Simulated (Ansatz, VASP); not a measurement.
## One calculation of Y, two programs

File POSCAR:

```
Y
1.0
    0.0000000000      2.6838000000      2.4850000000
    2.6838000000      0.0000000000      2.4850000000
    2.6838000000      2.6838000000      0.0000000000
Y
1
Direct
    0.0000000000      0.0000000000      0.0000000000
```

The input INCAR.step1:

```
SYSTEM = Y
ALGO     = Normal         ! electronic algorithm
EDIFF    = 1E-4           ! SCF threshold, eV
ENCUT    = 520            ! plane-wave cutoff, eV
GGA      = PE             ! functional
ISMEAR   = 0              ! smearing method
LASPH    = .True.         ! aspherical terms in the spheres
LCHARG   = .False.        ! write CHGCAR
LREAL    = .False.        ! projectors in reciprocal space
LWAVE    = .True.         ! write WAVECAR
NBANDS   = 12             ! bands
NELM     = 80             ! most SCF steps
PREC     = Accurate       ! precision mode
SIGMA    = 0.15           ! smearing width, eV
```

INCAR.step2

```
SYSTEM = Y
ALGO     = Normal         ! electronic algorithm
EDIFF    = 1E-6           ! SCF threshold, eV
ENCUT    = 520            ! plane-wave cutoff, eV
ISIF     = 2              ! what is computed and relaxed
ISMEAR   = 0              ! smearing method
ISTART   = 1            
LASPH    = .True.         ! aspherical terms in the spheres
LCHARG   = .True.         ! write CHGCAR
LELF     = .True.         ! ELF
LMIXTAU  = .True.       
LREAL    = .False.        ! projectors in reciprocal space
LVHAR    = .True.       
LWAVE    = .False.        ! write WAVECAR
METAGGA  = R2SCAN         ! meta-GGA
NBANDS   = 12             ! bands
NELM     = 80             ! most SCF steps
PREC     = Accurate       ! precision mode
SIGMA    = 0.15           ! smearing width, eV
```

File KPOINTS:

```
k-points
0
Gamma
  16 16 16
  0 0 0
```

Input for Ansatz:

```yaml
crystal:
  lattice:
    - [0.0, 2.6838, 2.485]
    - [2.6838, 0.0, 2.485]
    - [2.6838, 2.6838, 0.0]
  atoms:
    - { symbol: "Y", position: [0.0, 0.0, 0.0] }
basis:
  ecutwfc: 500
kpoints:
  mp_grid: { grid: [16, 16, 16] }
hamiltonian:
  xc: r2scan
scf:
  occupations: { method: gaussian, width: 0.15 }
output:
  forces: true
  stress: true
  eigenvalues: true
  write_density: true
  write_potential: true
  elf: true
  volumetric_format: npy
```

Change from the starting cell: strain +0.080 along x and y, +0.000 along z, atoms carried along.

Alike in both runs: task single point; functional r2SCAN; k mesh 16 × 16 × 16; occupations gaussian, width 0.15 eV; no spin polarisation.

|  | VASP | Ansatz |
| --- | --- | --- |
| version | VASP 6.6.1 | Ansatz 0.2.0 |
| potentials or method | VASP PAW PBE potentials, release 64 (Y_sv), cutoff 520 eV | scalar-relativistic, plane waves, PAW |
| valence electrons in the cell | 11 | 11 |

Ansatz gave:

- gap on the k mesh at the Fermi level (eV): none
- pressure (GPa): -2.5
- traceless stress, the component that is largest in VASP (GPa): 0.73

Task: What did VASP give for the same quantities?

Result: gap on the k mesh at the Fermi level (eV): none; pressure (GPa): -2.4; traceless stress, the component that is largest in VASP (GPa): 0.72.

VASP's potentials were made for PBE, not for r2SCAN. A gap of «none» marks a metal or a gap that the smearing closes.
